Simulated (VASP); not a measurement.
Write the native input for VASP 6.6.1 that does the following.

```yaml
Task: single point
Functional: PBE
Potentials_or_basis: VASP PAW PBE potentials, release 64 (Hf_pv, O)
Cutoff: 520 eV
k_mesh: 6 × 6 × 6
Occupations: gaussian, width 0.05 eV
Spin: no spin polarisation
Dipole_correction: no
Further_INCAR_settings: ALGO = Normal; EDIFF = 1e-06; NBANDS = 31
```

The structure of HfO2 lies in POSCAR:

```
HfO2
1.0
    3.5580193300      0.0000000000      0.0000000000
    0.0000000000      3.5580193300      0.0000000000
    0.0000000000      0.0000000000      5.1718612100
Hf O
2 4
Direct
    0.4634261038      0.5000000000      0.5144253211
    0.0000000000      0.0000000000      0.0000000000
    0.0000000000      0.5000000000      0.6972078800
    0.5000000000      0.0000000000      0.8027921200
    0.5000000000      0.0000000000      0.3027921200
    0.0000000000      0.5000000000      0.1972078800
```

This cell differs from its parent crystal: atom 1 (Hf) moved +0.150 Å towards its neighbour atom 3 (O) at 2.051 Å.

These files were run (other wordings do the same):

INCAR

```
PREC     = Accurate       # precision mode
ENCUT    = 520            # plane-wave cutoff, eV
EDIFF    = 1E-6           # SCF threshold, eV
ISMEAR   = 0              # smearing method
SIGMA    = 0.05           # smearing width, eV
LREAL    = F              # projectors in reciprocal space
LASPH    = T              # aspherical terms in the spheres
NELM     = 100            # most SCF steps
ALGO     = Normal         # electronic algorithm
ISIF     = 2              # what is computed and relaxed
LWAVE    = F              # write WAVECAR
LCHARG   = F              # write CHGCAR
GGA      = PE             # functional
NBANDS   = 31             # bands
```

KPOINTS

```
Automatic mesh
0
Gamma
  6 6 6
```

Potentials or basis: VASP PAW PBE potentials, release 64 (Hf_pv, O).

Command:

```sh
$ cat potpaw_PBE.64/Hf_pv/POTCAR potpaw_PBE.64/O/POTCAR > POTCAR
$ mpirun -np 1 vasp_std > vasp.out
```

It gave:

| Quantity | Value |
| --- | --- |
| Pressure | 8.3 GPa |
| Largest force | 3.179 eV/Å |
| Band gap on the k mesh | 4.45 eV (least direct gap 4.53 eV) |

Caveat: the cell differs from its parent crystal (atom 1 (Hf) moved +0.150 Å towards its neighbour atom 3 (O) at 2.051 Å); the stress differs along the axes, from 4 to 14 GPa; spin-orbit coupling is left out, which moves the levels of the heavy elements; forces of over 1 eV/Å act on the atoms, so gaps and moduli don't describe the material at rest.

It took 87 s on 1 thread of AMD EPYC 9R45 96-Core Processor (Zen 5), on a shared host, peak memory 0.24 GiB.
